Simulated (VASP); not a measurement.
Write the native input for VASP 6.6.1 that does the following.

* Task: single point
* Functional: PBE
* Potentials or basis: VASP PAW PBE potentials, release 64 (Os_sv_GW)
* Cutoff: 420 eV
* k mesh: 6 × 6 × 1
* Occupations: gaussian, width 0.1 eV
* Spin: no spin polarisation
* Dipole correction: yes
* Further INCAR settings: ALGO = Normal; EDIFF = 1e-06; NBANDS = 23; NELMDL = -8

The structure of Os lies in POSCAR:

```
Os
1.0
    3.1617380000      0.0000000000      0.0000000000
    0.0000000000      3.1617380000      0.0000000000
    0.0000000000      0.0000000000     15.0000000000
Os
2
Direct
    0.5000000000      0.0000000000      0.5089382400
    0.0000000000      0.5000000000      0.4910617600
```

The cell was generated, and may not be a known phase.

The input as run:

INCAR

```
  PREC = Accurate
  ENCUT = 420
  EDIFF = 1E-6
  ISMEAR = 0
  SIGMA = 0.1
  LREAL = F
  LASPH = T
  NELM = 120
  ALGO = Normal
  ISIF = 2
  LWAVE = F
  LCHARG = F
  LDIPOL = T
  IDIPOL = 3
  DIPOL = 0.5 0.5 0.500
  GGA = PE
  NBANDS = 23
  GGA_COMPAT = F
  NELMDL = -8
```

KPOINTS

```
Automatic mesh
0
Gamma
  6 6 1
```

Potentials or basis: VASP PAW PBE potentials, release 64 (Os_sv_GW).

The run is started by

```bash
$ cat potpaw_PBE.64/Os_sv_GW/POTCAR > POTCAR
$ mpirun -np 1 vasp_std > vasp.out
```

It gave:

| Property | Result |
| --- | --- |
| Largest force | 1.389 eV/Å |
| Band gap on the k mesh | zero (bands 16 and 17 overlap by 1.15 eV) |

Caveat: spin-orbit coupling is left out, which moves the levels of the heavy elements.

Wall time 45 s on 1 thread of Intel(R) Xeon(R) Platinum 8259CL CPU @ 2.50GHz (Skylake/Cascade Lake), with other jobs on the host, peak memory 0.23 GiB.
